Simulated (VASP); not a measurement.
Write the native input for VASP 6.6.1 that does the following.

- Task: G0W0 quasiparticle levels
- Functional: PBE
- Potentials or basis: VASP PAW PBE potentials, release 64 (B_GW, N_GW)
- Cutoff: 500 eV
- k mesh: 6 × 6 × 6
- Occupations: gaussian, width 0.01 eV
- Spin: no spin polarisation
- Dipole correction: no
- GW scheme: G0W0
- GW iterations: 1
- Cutoff of the response function: 180
- Frequency points: 96
- Empty bands: 115
- Further INCAR settings: ALGO = EVGW0; EDIFF = 1e-08; NBANDS = 119

BN:

```
B N
1.0
     0.00000    1.80800    1.80800
     1.80800    0.00000    1.80800
     1.80800    1.80800    0.00000
B N
1 1
Direct
  0.00000 0.00000 0.00000
  0.25000 0.25000 0.25000
```

These files were run (other wordings do the same):

POSCAR

```
BN
1.0
    0.0000000000      1.8080000000      1.8080000000
    1.8080000000      0.0000000000      1.8080000000
    1.8080000000      1.8080000000      0.0000000000
B N
1 1
Direct
    0.0000000000      0.0000000000      0.0000000000
    0.2500000000      0.2500000000      0.2500000000
```

INCAR.step1

```
SYSTEM = BN
PREC     = Accurate       ! precision mode
ENCUT    = 500            ! plane-wave cutoff, eV
EDIFF    = 1E-8           ! SCF threshold, eV
ISMEAR   = 0              ! smearing method
SIGMA    = 0.01           ! smearing width, eV
LREAL    = .FALSE.        ! projectors in reciprocal space
LASPH    = .TRUE.         ! aspherical terms in the spheres
NELM     = 80             ! most SCF steps
ALGO     = Normal         ! electronic algorithm
LWAVE    = .TRUE.         ! write WAVECAR
LCHARG   = .FALSE.        ! write CHGCAR
GGA      = PE             ! functional
```

INCAR.step2

```
SYSTEM = BN
PREC     = Accurate       ! precision mode
ENCUT    = 500            ! plane-wave cutoff, eV
EDIFF    = 1E-8           ! SCF threshold, eV
ISMEAR   = 0              ! smearing method
SIGMA    = 0.01           ! smearing width, eV
LREAL    = .FALSE.        ! projectors in reciprocal space
LASPH    = .TRUE.         ! aspherical terms in the spheres
NELM     = 1              ! most SCF steps
ALGO     = Exact          ! electronic algorithm
LWAVE    = .TRUE.         ! write WAVECAR
LCHARG   = .FALSE.        ! write CHGCAR
GGA      = PE             ! functional
NBANDS   = 119            ! bands
LOPTICS  = .TRUE.         ! frequency-dependent dielectric function
ISTART   = 1
```

INCAR.step3

```
SYSTEM = BN
PREC     = Accurate       ! precision mode
ENCUT    = 500            ! plane-wave cutoff, eV
EDIFF    = 1E-8           ! SCF threshold, eV
ISMEAR   = 0              ! smearing method
SIGMA    = 0.01           ! smearing width, eV
LREAL    = .FALSE.        ! projectors in reciprocal space
LASPH    = .TRUE.         ! aspherical terms in the spheres
ALGO     = EVGW0          ! electronic algorithm
LWAVE    = .FALSE.        ! write WAVECAR
LCHARG   = .FALSE.        ! write CHGCAR
GGA      = PE             ! functional
NELMGW   = 1            
NBANDS   = 119            ! bands
ENCUTGW  = 180.0          ! cutoff of the response function
NOMEGA   = 96             ! frequency points
PRECFOCK = Fast         
ISTART   = 1            
NBANDSGW = 12           
OMEGAMAX = 20
```

KPOINTS

```
regular mesh
0
G
  6 6 6
  0 0 0
```

Potentials or basis: VASP PAW PBE potentials, release 64 (B_GW, N_GW).

Launch:

```console
$ cat potpaw_PBE.64/B_GW/POTCAR potpaw_PBE.64/N_GW/POTCAR > POTCAR
$ cp INCAR.step1 INCAR
$ mpirun -np 1 vasp_std > vasp.out
$ cp INCAR.step2 INCAR
$ mpirun -np 1 vasp_std > vasp.out
$ cp INCAR.step3 INCAR
$ mpirun -np 1 vasp_std > vasp.out
```

It gave:

The quasiparticle gap is 6.03 eV. The least direct quasiparticle gap is 11.00 eV. The band gap of the starting levels on the mesh is 4.46 eV and the least direct gap of the starting levels on the mesh is 8.82 eV.

Caveat: the k points lie up to 0.50 Å⁻¹ apart; bands, screening cutoff and mesh are small and nothing is extrapolated, so the quasiparticle values aren't converged.

Wall time 120 s on 1 thread of AMD EPYC 9R45 (Zen 5), on a shared host, peak memory 0.3 GiB.
